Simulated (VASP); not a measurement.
# MgCd2O3 (P-3m1) in VASP: further runs

Runs on MgCd2O3. Level: PBE. Tasks: single point.

Program: VASP 6.6.1. These are calculated values, not measurements. Logs are shortened: lines on timing, memory, paths and dates and some standing lists are left out, and cuts for length are marked.

**1. The cell of the first run**

Symmetry: P-3m1, No. 164, trigonal system. The conventional cell has a = 3.237 Å, b = 3.237 Å, c = 8.090 Å, α = 90.00°, β = 90.00°, γ = 120.00°. Mg (site symmetry -3m) has 6 O at 2.19 Å within 2.9 Å. Cd (site symmetry 3m) has 6 O at 2.35 to 2.38 Å and 3 Mg at 3.21 Å and 9 Cd at 3.24 to 3.42 Å within 3.5 Å. O (site symmetry 3m) has 3 Mg at 2.19 Å and 3 Cd at 2.38 Å and 3 O at 2.96 Å within 3.0 Å. O (site symmetry -3m) has 6 Cd at 2.35 Å within 3.1 Å.

**2. Single point, PBE**

Input file INCAR:

```
SYSTEM = MgCd2O3
PREC = Accurate ; ENCUT = 840
EDIFF = 1E-6 ; ISMEAR = 0
SIGMA = 0.1 ; LREAL = .False.
LASPH = .True. ; NELM = 120
ALGO = Normal ; ISIF = 2
LWAVE = .False. ; LCHARG = .True.
GGA = PE ; LELF = .True.
LVHAR = .True. ; NBANDS = 43
GGA_COMPAT = .False.
```

Input file KPOINTS:

```
regular mesh
0
Gamma
  6 6 2
  0 0 0
```

Input file POSCAR:

```
MgCd2O3
1.0
    3.2374909659     -0.0000000027      0.0000000000
   -1.6187454807      2.8037494223      0.0000000000
    0.0000000000      0.0000000000      8.0897816089
Mg Cd O
1 2 3
Direct
    0.0000000000      0.0000000000      0.5000000000
    0.6666666667      0.3333333333      0.8231970025
    0.3333333333      0.6666666667      0.1768029975
    0.3333333333      0.6666666667      0.6414643922
    0.6666666667      0.3333333333      0.3585356078
    0.0000000000      0.0000000000      0.0000000000
```

Potentials or basis: VASP PAW PBE potentials, release 64 (Mg_sv, Cd_sv_GW, O).

Run with:

```sh
$ cat potpaw_PBE.64/Mg_sv/POTCAR potpaw_PBE.64/Cd_sv_GW/POTCAR potpaw_PBE.64/O/POTCAR > POTCAR
$ mpirun -np 1 vasp_std > vasp.out
```

OUTCAR:

```text
SYSTEM = MgCd2O3
   PREC = Accurate
   ENCUT = 840
   EDIFF = 1E-6
   ISMEAR = 0
   LREAL = .False.
   LASPH = .True.
   NELM = 120
   ISIF = 2
   GGA = PE

 ion  position               nearest neighbor table
   1  0.000  0.000  0.500-
   2  0.667  0.333  0.823-
   3  0.333  0.667  0.177-
   4  0.333  0.667  0.641-
   5  0.667  0.333  0.359-
   6  0.000  0.000  0.000-

  LATTYP: Found a hexagonal cell.
 ALAT       =     3.2374909659
 C/A-ratio  =     2.4987812149

  Lattice vectors:

 A1 = (   3.2374909659,  -0.0000000027,   0.0000000000)
 A2 = (  -1.6187454807,   2.8037494223,   0.0000000000)
 A3 = (   0.0000000000,   0.0000000000,   8.0897816089)

Analysis of symmetry for initial positions (statically):
=====================================================================
 Subroutine PRICEL returns:
 Original cell was already a primitive cell.

 Routine SETGRP: Setting up the symmetry group for a
 hexagonal supercell.

 Subroutine GETGRP returns: Found 12 space group operations
 (whereof 12 operations were pure point group operations)
 out of a pool of 24 trial point group operations.

The static configuration has the point symmetry D_3d.

Analysis of symmetry for dynamics (positions and initial velocities):
=====================================================================
 Subroutine PRICEL returns:
 Original cell was already a primitive cell.

 Routine SETGRP: Setting up the symmetry group for a
 hexagonal supercell.

 Subroutine GETGRP returns: Found 12 space group operations
 (whereof 12 operations were pure point group operations)
 out of a pool of 24 trial point group operations.

The dynamic configuration has the point symmetry D_3d.

 Subroutine INISYM returns: Found 12 space group operations
 (whereof 12 operations are pure point group operations),
 and found     1 'primitive' translations

----------------------------------------------------------------------------------------

                                     Primitive cell

  volume of cell :      73.4319

  direct lattice vectors                    reciprocal lattice vectors
     3.237490966 -0.000000003  0.000000000     0.308881171  0.178332627  0.000000000
    -1.618745481  2.803749422  0.000000000     0.000000000  0.356665254  0.000000000
     0.000000000  0.000000000  8.089781609     0.000000000  0.000000000  0.123612731

  length of vectors
     3.237490966  3.237490966  8.089781609     0.356665254  0.356665254  0.123612731

  position of ions in fractional coordinates (direct lattice)
     0.000000000  0.000000000  0.500000000
     0.666666667  0.333333333  0.823197003
     0.333333333  0.666666667  0.176802997
     0.333333333  0.666666667  0.641464392
     0.666666667  0.333333333  0.358535608
     0.000000000  0.000000000  0.000000000

  ion indices of the primitive-cell ions
   primitive index   ion index
                 1           1
                 2           2
                 3           3
                 4           4
                 5           5
                 6           6

----------------------------------------------------------------------------------------

 KPOINTS: regular mesh

Automatic generation of k-mesh.
 Grid dimensions read from file:
 generate k-points for:    6    6    2

 Generating k-lattice:

  Cartesian coordinates                     Fractional coordinates (reciprocal lattice)
     0.051480195  0.029722104  0.000000000     0.166666667  0.000000000  0.000000000
     0.000000000  0.059444209  0.000000000     0.000000000  0.166666667  0.000000000
     0.000000000  0.000000000  0.061806366     0.000000000  0.000000000  0.500000000

  Length of vectors
     0.059444209  0.059444209  0.061806366

  Shift w.r.t. Gamma in fractional coordinates (k-lattice)
     0.000000000  0.000000000  0.000000000

 Subroutine IBZKPT returns following result:
 ===========================================

 Found     14 irreducible k-points:

 Following reciprocal coordinates:
            Coordinates               Weight
  0.000000  0.000000  0.000000      1.000000
  0.166667  0.000000  0.000000      6.000000
  0.333333  0.000000  0.000000      6.000000
  0.500000  0.000000  0.000000      3.000000
  0.166667  0.166667  0.000000      6.000000
  0.333333  0.166667  0.000000     12.000000
  0.333333  0.333333  0.000000      2.000000
  0.000000  0.000000  0.500000      1.000000
  0.166667  0.000000  0.500000      6.000000
  0.333333  0.000000  0.500000      6.000000
  0.500000  0.000000  0.500000      3.000000
  0.166667  0.166667  0.500000      6.000000
  0.333333  0.166667  0.500000     12.000000
  0.333333  0.333333  0.500000      2.000000
   k-points           NKPTS =     14   k-points in BZ     NKDIM =     14   number of bands    NBANDS=     43
   number of dos      NEDOS =    301   number of ions     NIONS =      6
   total plane-waves  NPLWV =  81920
   dimension x,y,z NGX =    32 NGY =   32 NGZ =   80
   dimension x,y,z NGXF=    64 NGYF=   64 NGZF=  160
   ions per type =               1   2   3
   NGX,Y,Z   is equivalent  to a cutoff of  16.43, 16.43, 16.44 a.u.
   NGXF,Y,Z  is equivalent  to a cutoff of  32.86, 32.86, 32.88 a.u.
 SYSTEM =  MgCd2O3
   PREC   = accura    normal or accurate (medium, high low for compatibility)
   ISTART =      0    job   : 0-new  1-cont  2-samecut
   ICHARG =      2    charge: 1-file 2-atom 10-const
   ISPIN  =      1    spin polarized calculation?
   LNONCOLLINEAR =      F non collinear calculations
   LSORBIT =      F    spin-orbit coupling
   LASPH  =      T    aspherical Exc in radial PAW
   ENCUT  =  840.0 eV  61.74 Ry    7.86 a.u.   7.65  7.65 19.12*2*pi/ulx,y,z
   NELM   =    120;   NELMIN=  2; NELMDL= -5     # of ELM steps
   EDIFF  = 0.1E-05   stopping-criterion for ELM
   LREAL  =      F    real-space projection
   EDIFFG = 0.1E-04   stopping-criterion for IOM
   NSW    =      0    number of steps for IOM
   IBRION =     -1    ionic relax: 0-MD 1-quasi-New 2-CG
   NFREE  =      0    steps in history (QN), initial steepest desc. (CG)
   ISIF   =      2    stress and relaxation
   ISYM   =      2    0-nonsym 1-usesym 2-fastsym
   POTIM  = 0.5000    time-step for ionic-motion
   TEBEG  =    0.0;   TEEND  =   0.0 temperature during run
   PSTRESS=    0.0 pullay stress
   NELECT =      68.0000    total number of electrons
   NUPDOWN=      -1.0000    fix difference up-down
   EMIN   =  10.00;   EMAX   =-10.00  energy-range for DOS
   EFERMI =   0.00;   METHOD = LEGACY
   ISMEAR =     0;   SIGMA  =   0.10  broadening in eV -4-tet -1-fermi 0-gaus
   EFERMI_NEDOS =   21; number of points for ismear=-14 and -15
   IALGO  =     38    algorithm
   IMIX   =      4    mixing-type and parameters
     AMIX     =   0.40;   BMIX     =  1.00
     AMIX_MAG =   1.60;   BMIX_MAG =  1.00
  volume/ion in A,a.u.               =      12.24        82.59
  Fermi-wavevector in a.u.,A,eV,Ry     =   1.595694  3.015424 34.643690  2.546239
  Thomas-Fermi vector in A             =   2.693573
   LORBIT       =      0    0 simple, 1 ext, 2 COOP (PROOUT), +10 PAW based schemes
   GGA     = PE    functional components
   LHFCALC =     F    Hartree Fock is set to
   AEXX    =    0.0000 exact exchange contribution
   IVDW    =     0    specifies the selected vdW correction
   LEPSILON=     F    determine dielectric tensor
   LRPA    =     F    only Hartree local field effects (RPA)
 non-spin polarized calculation
 Gauss-broadening in eV      SIGMA  =   0.10
  energy-cutoff  :      840.00
  volume of cell :       73.43
 maximum number of plane-waves:      4101
 NGX is ok and might be reduce to    32

 number of electron      67.9999999 magnetization

 Free energy of the ion-electron system (eV)
  ---------------------------------------------------
  ext. energy  EPLUGINS =         0.00000000
  ---------------------------------------------------
  free energy    TOTEN  =       -27.27352944 eV

  energy without entropy =      -27.27352899  energy(sigma->0) =      -27.27352921

 E-fermi :   4.3708     XC(G=0): -11.5595

 val. band max:        4.0561835957   @ k =   0.5000   0.0000   0.5000
 cond. band min:       4.6573706117   @ k =   0.0000   0.0000   0.0000
 fundamental gap:      0.6011870159
 Fermi energy:         4.3707813823

 k-point     1 :       0.0000    0.0000    0.0000
  band No.  band energies     occupation
      1     -96.2535      2.00000
      2     -96.2532      2.00000
      3     -69.0540      2.00000
      4     -57.3491      2.00000
      5     -57.3491      2.00000
      6     -57.3484      2.00000
[... 35 lines left out ...]
     42      18.1891      0.00000
     43      18.1891      0.00000

 k-point     2 :       0.1667    0.0000    0.0000
  band No.  band energies     occupation
      1     -96.2532      2.00000
      2     -96.2529      2.00000
      3     -69.0535      2.00000
      4     -57.3536      2.00000
      5     -57.3529      2.00000
      6     -57.3504      2.00000
[... 35 lines left out ...]
     42      17.1089      0.00000
     43      17.7253      0.00000

 k-point     3 :       0.3333    0.0000    0.0000
  band No.  band energies     occupation
      1     -96.2526      2.00000
      2     -96.2524      2.00000
      3     -69.0526      2.00000
      4     -57.3626      2.00000
      5     -57.3618      2.00000
      6     -57.3528      2.00000
[... 35 lines left out ...]
     42      15.3067      0.00000
     43      17.1058      0.00000

 k-point     4 :       0.5000    0.0000    0.0000
  band No.  band energies     occupation
      1     -96.2523      2.00000
      2     -96.2522      2.00000
      3     -69.0522      2.00000
      4     -57.3671      2.00000
      5     -57.3663      2.00000
      6     -57.3541      2.00000
[... 35 lines left out ...]
     42      15.2255      0.00000
     43      16.6798      0.00000

 k-point     5 :       0.1667    0.1667    0.0000
  band No.  band energies     occupation
      1     -96.2527      2.00000
      2     -96.2525      2.00000
      3     -69.0528      2.00000
      4     -57.3592      2.00000
      5     -57.3591      2.00000
      6     -57.3529      2.00000
[... 35 lines left out ...]
     42      15.1948      0.00000
     43      16.3795      0.00000

 k-point     6 :       0.3333    0.1667    0.0000
  band No.  band energies     occupation
      1     -96.2523      2.00000
      2     -96.2522      2.00000
      3     -69.0521      2.00000
      4     -57.3648      2.00000
      5     -57.3641      2.00000
      6     -57.3562      2.00000
[... 35 lines left out ...]
     42      14.5322      0.00000
     43      14.9976      0.00000

 k-point     7 :       0.3333    0.3333    0.0000
  band No.  band energies     occupation
      1     -96.2521      2.00000
      2     -96.2521      2.00000
      3     -69.0518      2.00000
      4     -57.3622      2.00000
      5     -57.3614      2.00000
      6     -57.3614      2.00000
[... 35 lines left out ...]
     42      14.4789      0.00000
     43      14.5039      0.00000

 k-point     8 :       0.0000    0.0000    0.5000
  band No.  band energies     occupation
      1     -96.2535      2.00000
      2     -96.2532      2.00000
      3     -69.0539      2.00000
      4     -57.3491      2.00000
      5     -57.3491      2.00000
      6     -57.3484      2.00000
[... 35 lines left out ...]
     42      17.1779      0.00000
     43      18.7541      0.00000

 k-point     9 :       0.1667    0.0000    0.5000
  band No.  band energies     occupation
      1     -96.2532      2.00000
      2     -96.2529      2.00000
      3     -69.0534      2.00000
      4     -57.3536      2.00000
      5     -57.3529      2.00000
      6     -57.3504      2.00000
[... 35 lines left out ...]
     42      17.3139      0.00000
     43      17.4532      0.00000

 k-point    10 :       0.3333    0.0000    0.5000
  band No.  band energies     occupation
      1     -96.2526      2.00000
      2     -96.2524      2.00000
      3     -69.0526      2.00000
      4     -57.3626      2.00000
      5     -57.3618      2.00000
      6     -57.3528      2.00000
[... 35 lines left out ...]
     42      15.6466      0.00000
     43      17.1383      0.00000

 k-point    11 :       0.5000    0.0000    0.5000
  band No.  band energies     occupation
      1     -96.2523      2.00000
      2     -96.2522      2.00000
      3     -69.0521      2.00000
      4     -57.3671      2.00000
      5     -57.3662      2.00000
      6     -57.3540      2.00000
[... 35 lines left out ...]
     42      14.7787      0.00000
     43      16.4141      0.00000

 k-point    12 :       0.1667    0.1667    0.5000
  band No.  band energies     occupation
      1     -96.2527      2.00000
      2     -96.2525      2.00000
      3     -69.0528      2.00000
      4     -57.3592      2.00000
      5     -57.3590      2.00000
      6     -57.3529      2.00000
[... 35 lines left out ...]
     42      16.0609      0.00000
     43      16.2959      0.00000

 k-point    13 :       0.3333    0.1667    0.5000
  band No.  band energies     occupation
      1     -96.2523      2.00000
      2     -96.2522      2.00000
      3     -69.0521      2.00000
      4     -57.3648      2.00000
      5     -57.3641      2.00000
      6     -57.3562      2.00000
[... 35 lines left out ...]
     42      15.0174      0.00000
     43      15.1529      0.00000

 k-point    14 :       0.3333    0.3333    0.5000
  band No.  band energies     occupation
      1     -96.2521      2.00000
      2     -96.2521      2.00000
      3     -69.0519      2.00000
      4     -57.3623      2.00000
      5     -57.3615      2.00000
      6     -57.3615      2.00000
[... 35 lines left out ...]
     42      14.9953      0.00000
     43      14.9953      0.00000

------------------------ aborting loop because EDIFF is reached ----------------------------------------

  FORCE on cell =-STRESS in cart. coord.  units (eV):
  Direction    XX          YY          ZZ          XY          YZ          ZX
  --------------------------------------------------------------------------------------
  -------------------------------------------------------------------------------------
  Total       -0.0651130     -0.0651130     -0.0920228      0.0000000     -0.0000000      0.0000000
  in kB       -1.4206709     -1.4206709     -2.0078044      0.0000000     -0.0000000      0.0000000
  external PRESSURE =      -1.6163821 kB  Pullay stress =       0.0000000 kB

 VOLUME and BASIS-vectors are now :
 -----------------------------------------------------------------------------
  energy-cutoff  :      840.00
  volume of cell :       73.43
      direct lattice vectors                 reciprocal lattice vectors
     3.237490966 -0.000000003  0.000000000     0.308881171  0.178332627  0.000000000
    -1.618745481  2.803749422  0.000000000     0.000000000  0.356665254  0.000000000
     0.000000000  0.000000000  8.089781609     0.000000000  0.000000000  0.123612731

 POSITION                                       TOTAL-FORCE (eV/Angst)
 -----------------------------------------------------------------------------------
      0.00000      0.00000      4.04489         0.000000     -0.000000      0.000000
      1.61875      0.93458      6.65948        -0.000000     -0.000000      0.008347
      0.00000      1.86917      1.43030        -0.000000      0.000000     -0.008347
      0.00000      1.86917      5.18931        -0.000000      0.000000      0.001771
      1.61875      0.93458      2.90047         0.000000      0.000000     -0.001771
      0.00000      0.00000      0.00000         0.000000     -0.000000      0.000000
 -----------------------------------------------------------------------------------
    total drift:                               -0.000000      0.000000     -0.000000

  FREE ENERGIE OF THE ION-ELECTRON SYSTEM (eV)
  ---------------------------------------------------
  free  energy   TOTEN  =       -27.2735294358 eV

  energy  without entropy=      -27.2735289890  energy(sigma->0) =      -27.27352921
```

Wall time 87 s (1 thread of Intel Xeon Platinum 8488C (Sapphire Rapids), shared host); peak memory 0.31 GiB.

What came out:

```yaml
Free_energy: -27.2735 eV
Pressure: -0.2 GPa
Largest_force: 0.008 eV/Å
Band_gap_on_the_k_mesh: 0.60 eV
```

Forces on the atoms (eV/Å):
```
Mg   0.000  0.000  0.000
Cd   0.000  0.000  0.008
Cd   0.000  0.000 -0.008
O    0.000  0.000  0.002
O    0.000  0.000 -0.002
O    0.000  0.000  0.000
```

Caveat: semilocal functionals underestimate gaps, and a narrow one can read as zero.

**3. Single point, PBE**

This run uses another cell than the first one: it holds 12 atoms, not 6.

Input file INCAR:

```
PREC = Accurate ; ENCUT = 840
EDIFF = 1E-6 ; ISMEAR = 0
SIGMA = 0.1 ; LREAL = F
LASPH = T ; NELM = 120
ALGO = Normal ; ISIF = 2
LWAVE = F ; LCHARG = F
GGA = PE ; NBANDS = 80
GGA_COMPAT = F
```

Input file KPOINTS:

```
Automatic mesh
0
Gamma
  6 6 1
```

Input file POSCAR:

```
MgCd2O3
1.0
    3.2385399515      0.0000000000      0.0000000000
   -1.6192699758      2.8046578692      0.0000000000
    0.0000000000      0.0000000000     16.1792145045
Mg Cd O
2 4 6
Direct
    0.0000000000      0.0000000000      0.2500000000
    0.0000000000      0.0000000000      0.7500000000
    0.6666666667      0.3333333333      0.4116217767
    0.6666666667      0.3333333333      0.9116217767
    0.3333333333      0.6666666667      0.0883782233
    0.3333333333      0.6666666667      0.5883782233
    0.3333333333      0.6666666667      0.3206701620
    0.3333333333      0.6666666667      0.8206701620
    0.6666666667      0.3333333333      0.1793298380
    0.6666666667      0.3333333333      0.6793298380
    0.0000000000      0.0000000000      0.0000000000
    0.0000000000      0.0000000000      0.5000000000
```

Potentials or basis: VASP PAW PBE potentials, release 64 (Mg_sv, Cd_sv_GW, O).

Run with:

```sh
$ cat potpaw_PBE.64/Mg_sv/POTCAR potpaw_PBE.64/Cd_sv_GW/POTCAR potpaw_PBE.64/O/POTCAR > POTCAR
$ mpirun -np 1 vasp_std > vasp.out
```

Run time: 5.6 min. Hardware: 1 thread of Intel Xeon Platinum 8559C (Emerald Rapids), shared host; peak memory 0.48 GiB.

The run converged. Its results:

```
Free energy            : -54.5476 eV
Pressure               : -0.2 GPa
Largest force          : 0.018 eV/Å
Band gap on the k mesh : 0.60 eV
```

Forces on the atoms (eV/Å):
```
Mg   0.000  0.000  0.000
Mg   0.000  0.000  0.000
Cd   0.000  0.000 -0.001
Cd   0.000  0.000 -0.001
Cd   0.000  0.000  0.001
Cd   0.000  0.000  0.001
O    0.000  0.000  0.018
O    0.000  0.000  0.018
O    0.000  0.000 -0.018
O    0.000  0.000 -0.018
O    0.000  0.000  0.000
O    0.000  0.000  0.000
```

Levels at points of the mesh, in eV from the valence-band top:
```
           k point  band 66  band 67  band 68  band 69  band 70  band 71
(0.00, 0.00, 0.00)    -0.13     0.00     0.00     0.60     2.02     2.84
(0.50, 0.00, 0.00)    -0.35    -0.11     0.00     4.62     4.80     5.07
```

Caveat: semilocal functionals underestimate gaps, and a narrow one can read as zero.
